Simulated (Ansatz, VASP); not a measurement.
**One calculation of N, two programs**

```
N
1.0
     5.76198    0.00000    0.00000
     0.00000    5.76198    0.00000
     0.00000    0.00000    5.64900
N
4
Cartesian
  0.1729 0.1729 0.1695
  2.7081 5.5891 2.9940
  3.0538 2.7081 5.4795
  5.5891 3.0538 2.6550
```

Change from the starting cell: equal xx and yy strain of +2 %, crystal datasets.

Alike in both runs: task electric field gradients; functional PBEsol; k mesh 4 × 4 × 4; occupations fermi-dirac, width 0.02 eV; no spin polarisation.

```csv
,VASP,Ansatz
version,VASP 6.6.1,Ansatz 0.2.0
potentials or method,"VASP PAW PBE potentials, release 64 (N), cutoff 520 eV","all-electron PAW with datasets made for the crystal, scalar-relativistic"
```

```tsv
	VASP	Ansatz	Ansatz less VASP
pressure (GPa)	-3.8	-3.7	+0.04
traceless stress, the component that is largest in VASP (GPa)	-0.10	-0.10	+0.001
rms of the force components (eV/Å)	0.212	0.213	+0.0003
size of Vzz on the site where it differs most (V/Å²)	5.7	5.6	-0.08
```

VASP's potentials were made for PBE, not for PBEsol. Atom by atom the forces differ by 0.000 eV/Å (rms over components). Ansatz ran all-electron here, and VASP with PAW potentials.
